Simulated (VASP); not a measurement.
Runs of VASP 6.6.1 on Si. The structure is that of space group Fd-3m (No. 227), or close to it. The cells are those of the table. 

```tsv
task	cell	cutoff (eV)	gap on the mesh (eV)	pressure (GPa)
single point	a = 3.760 Å, angles 60.0°, 2 atoms	520	0.39	(c)
single point	a = 3.816 Å, angles 60.0°, 2 atoms	520	0.47	2.1
single point	a = 3.731 Å, angles 60.0°, 2 atoms	520	0.35	10.1
relaxation of cell and atoms	relaxed to 7 GPa from a = 3.842 Å, angles 60.0°, 2 atoms	600	0.40	7.0
relaxation of cell and atoms	relaxed to 10 GPa from a = 3.842 Å, angles 60.0°, 2 atoms	600	0.35	10.0
single point	a = 3.792 Å, angles 60.0°, 2 atoms	520	0.44	4.2
single point	a = 3.687 Å, angles 60.0°, 2 atoms	520	0.28	(b)
single point	a = 3.829 Å, angles 60.0°, 2 atoms	520	(a)	(d)
```

Alike in all rows: level PBEsol; potentials or basis VASP PAW PBE potentials, release 64 (Si); no spin polarisation; k mesh 8 × 8 × 8; smearing gaussian 0.01 eV.

Task: Estimate the missing entries.

Result: (a) 0.49; (b) 15.2; (c) 7.1; (d) 1.1.

Caveats: the PAW data sets were made with another functional, which shifts forces and pressure a little; the cell is relaxed towards a set pressure, so the enthalpy falls and the energy may rise (some runs).

A k mesh can miss the band edges.
